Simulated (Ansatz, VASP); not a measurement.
**Two plane-wave programs on Ru**

```
CELL_PARAMETERS angstrom
2.70580 0.00000 0.00000
-1.35290 2.34329 0.00000
0.00000 0.00000 4.71009
ATOMIC_POSITIONS crystal
Ru 0.33333 0.66667 0.25000
Ru 0.66667 0.33333 0.75000
```

Change from the starting cell: strain +0.1000 x Voigt [0, 0, 1, 0, 0, 0], atoms carried along.

Alike in both runs: task single point; functional PBEsol; k mesh 24 × 24 × 12; occupations gaussian, width 0.15 eV; no spin polarisation.

```csv
,VASP,Ansatz
version,VASP 6.6.1,Ansatz 0.2.0
potentials or method,"VASP PAW PBE potentials, release 64 (Ru_pv), cutoff 520 eV","scalar-relativistic, plane waves, PAW"
valence electrons in the cell,28,32
```

```csv
,VASP,Ansatz,Ansatz less VASP
gap on the k mesh at the Fermi level (eV),none,none,-
pressure (GPa),-28.1,-27.9,+0.15
"traceless stress, the component that is largest in VASP (GPa)",-22.16,-22.20,-0.041
```

VASP's potentials were made for PBE, not for PBEsol. A gap of «none» marks a metal or a gap that the smearing closes. With one functional, cell and mesh, what is left measures potentials, basis and numerics. VASP's potentials hold 28 valence electrons a cell and Ansatz's 32, so a difference there can come from the potentials and not from the codes.
